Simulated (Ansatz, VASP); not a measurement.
**One calculation of Ag, two programs**

```
CELL_PARAMETERS angstrom
-1.65565 1.65565 1.65565
1.65565 -1.65565 1.65565
1.65565 1.65565 -1.65565
ATOMIC_POSITIONS crystal
Ag 0.00000 0.00000 0.00000
```

Alike in both runs: task relaxation of cell and atoms; functional BLYP; dispersion D4; k mesh 11 × 11 × 11; occupations fermi-dirac, width 0.05 eV; no spin polarisation.

```csv
,VASP,Ansatz
version,VASP 6.6.1,Ansatz 0.2.0
potentials or method,"VASP PAW PBE potentials, release 64 (Ag)",Ansatz PAW
plane-wave cutoff (eV),600,420
valence electrons in the cell,11,19
```

|  | VASP | Ansatz | Ansatz less VASP |
| --- | --- | --- | --- |
| gap on the k mesh at the Fermi level, each at its own relaxed structure (eV) | none | none | - |
| relaxed volume (Å³/atom) | 17.58 | 17.54 | -0.034 |
| relaxed cell length with the largest relative difference (Å) | 2.837 | 2.835 | -0.0018 |

VASP's potentials were made for PBE, not for BLYP. A gap of «none» marks a metal or a gap that the smearing closes. VASP's potentials hold 11 valence electrons a cell and Ansatz's 19, so a difference there can come from the potentials and not from the codes.

Noted on Ansatz's run: the plane-wave basis is chosen anew once the cell has moved, so the energies of steps on either side of that aren't comparable.
